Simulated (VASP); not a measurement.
Here is a VASP 6.6.1 calculation.

INCAR

```
SYSTEM = Ni
PREC = Accurate
ENCUT = 520
EDIFF = 1E-7
ISMEAR = -1
SIGMA = 0.05
LREAL = .FALSE.
LASPH = .TRUE.
NELM = 150
ALGO = Normal
ISIF = 2
LWAVE = .FALSE.
LCHARG = .FALSE.
ISPIN = 2
MAGMOM = 0.702 0.702 0.71 0.71
LORBIT = 11
LMAXMIX = 4
GGA = RP
NBANDS = 32
```

Contents of KPOINTS:

```
regular mesh
0
G
  16 16 5
  0 0 0
```

File POSCAR:

```
Ni
1.0
    2.4078122905      0.0000000000      0.0000000000
   -1.2039061453      2.0852266111      0.0000000000
    0.0000000000      0.0000000000      7.8803008910
Ni
4
Direct
    0.0000000000      1.0000000000      1.0000000000
    0.0000000000      1.0000000000      0.5000000000
    0.3333333333      0.6666666667      0.2500000000
    0.6666666667      0.3333333333      0.7500000000
```

Potentials or basis: VASP PAW PBE potentials, release 64 (Ni).

Command:

```sh
$ cat potpaw_PBE.64/Ni/POTCAR > POTCAR
$ mpirun -np 1 vasp_std > vasp.out
```

Problem. What does it give for the pressure?

Solution. 30.5 GPa.

Problem. Predict the site moments.

Solution. Ni +0.58, +0.60 μB.

Problem. Estimate the net moment.

Solution. 2.35 μB per cell.

Stress tensor (GPa, compression positive):
```
30.18  0.00  0.00
 0.00 30.18  0.00
 0.00  0.00 31.01
```

Caveat: the PAW data sets were made with another functional, which shifts forces and pressure a little.
